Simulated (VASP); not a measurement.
Input of a VASP 6.6.1 run:

INCAR

```
PREC     = Accurate       # precision mode
ENCUT    = 520            # plane-wave cutoff, eV
EDIFF    = 1E-8           # SCF threshold, eV
ISMEAR   = -1             # smearing method
SIGMA    = 0.03           # smearing width, eV
LREAL    = F              # projectors in reciprocal space
LASPH    = T              # aspherical terms in the spheres
NELM     = 120            # most SCF steps
ALGO     = Normal         # electronic algorithm
ISIF     = 2              # what is computed and relaxed
LWAVE    = F              # write WAVECAR
LCHARG   = F              # write CHGCAR
GGA      = PS             # functional
LEFG     = T            
NBANDS   = 15             # bands
GGA_COMPAT= F
```

Contents of KPOINTS:

```
regular mesh
0
Gamma
  14 14 14
```

File POSCAR:

```
TiC
1.0
    0.0000000000      2.1640000000      2.2072800000
    2.1640000000      0.0000000000      2.2072800000
    2.1640000000      2.1640000000      0.0000000000
Ti C
1 1
Direct
    0.0000000000      0.0000000000      0.0000000000
    0.5000000000      0.5000000000      0.5000000000
```

Potentials or basis: VASP PAW PBE potentials, release 64 (Ti_sv, C).

Command:

```bash
$ cat potpaw_PBE.64/Ti_sv/POTCAR potpaw_PBE.64/C/POTCAR > POTCAR
$ mpirun -np 1 vasp_std > vasp.out
```

Question: Predict the band gap on the k mesh.

Answer: Zero (band 8 reaches 9.81 eV, above the bottom of band 9 at 8.64 eV).

Question: What does it give for the pressure?

Answer: -10.3 GPa.

Stress tensor (GPa, compression positive):
```
 -8.10   0.00   0.00
  0.00  -8.10   0.00
  0.00   0.00 -14.74
```

Caveat: the cell differs from its parent crystal (zz strain of +2 %); without QUAD_EFG the Cq values of the log hold for a quadrupole moment of 1 mb, not for the nuclei; the PAW data sets were made with another functional, which shifts forces and pressure a little.
